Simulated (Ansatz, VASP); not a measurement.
**One calculation of AlN, two programs**

Contents of INCAR:

```
PREC     = Accurate       # precision mode
ENCUT    = 520            # plane-wave cutoff, eV
EDIFF    = 1E-6           # SCF threshold, eV
ISMEAR   = -1             # smearing method
SIGMA    = 0.02           # smearing width, eV
LREAL    = F              # projectors in reciprocal space
LASPH    = T              # aspherical terms in the spheres
NELM     = 60             # most SCF steps
ALGO     = Normal         # electronic algorithm
ISIF     = 2              # what is computed and relaxed
LWAVE    = F              # write WAVECAR
LCHARG   = F              # write CHGCAR
GGA      = PE             # functional
NBANDS   = 11             # bands
```

KPOINTS

```
Automatic mesh
0
Gamma
  10 10 10
```

The input POSCAR:

```
AlN
1.0
    0.0000000000      2.1848764125      2.1193301201
    2.1848764125      0.0000000000      2.1193301201
    2.1848764125      2.1848764125      0.0000000000
Al N
1 1
Direct
    0.0000000000      0.0000000000      0.0000000000
    0.2500000000      0.2500000000      0.2500000000
```

Input for Ansatz:

```yaml
crystal:
  lattice:
    - [0.0, 2.1848764125, 2.1193301201]
    - [2.1848764125, 0.0, 2.1193301201]
    - [2.1848764125, 2.1848764125, 0.0]
  atoms:
    - { symbol: Al, position: [0.0, 0.0, 0.0] }
    - { symbol: "N", position: [0.25, 0.25, 0.25] }
kpoints:
  mp_grid: { grid: [10, 10, 10] }
  band_path:
    path:
      - [0.0, 0.0, 0.0]
      - [-0.5, -0.5, 0.0]
      - [-0.375, -0.375, 0.25]
      - [-0.375, 0.0, 0.375]
      - [0.0, 0.0, 0.5]
      - [-0.5, -0.25, 0.25]
    npoints: 1
hamiltonian:
  xc: pbe
scf:
  occupations: { method: fermi_dirac, width: 0.02 }
  n_extra_bands: 4
output:
  forces: true
  stress: true
  eigenvalues: true
  write_density: true
  write_potential: true
  elf: true
  volumetric_format: npy
```

Change from the starting cell: uniaxial_z strain -3.0%.

Alike in both runs: task single point; functional PBE; k mesh 10 × 10 × 10; occupations fermi-dirac, width 0.02 eV; no spin polarisation.

|  | VASP | Ansatz |
| --- | --- | --- |
| version | VASP 6.6.1 | Ansatz 0.2.0 |
| potentials or method | VASP PAW PBE potentials, release 64 (Al, N) | plane waves, PAW |
| plane-wave cutoff (eV) | 520 | 420 |
| valence electrons in the cell | 8 | 8 |

```csv
,VASP,Ansatz,Ansatz less VASP
gap on the k mesh at the Fermi level (eV),3.16,3.17,+0.009
pressure (GPa),11.1,11.3,+0.26
"traceless stress, the component that is largest in VASP (GPa)",2.31,2.29,-0.018
```

The functional is the same, so the differences come from potentials, cutoffs and numerics.
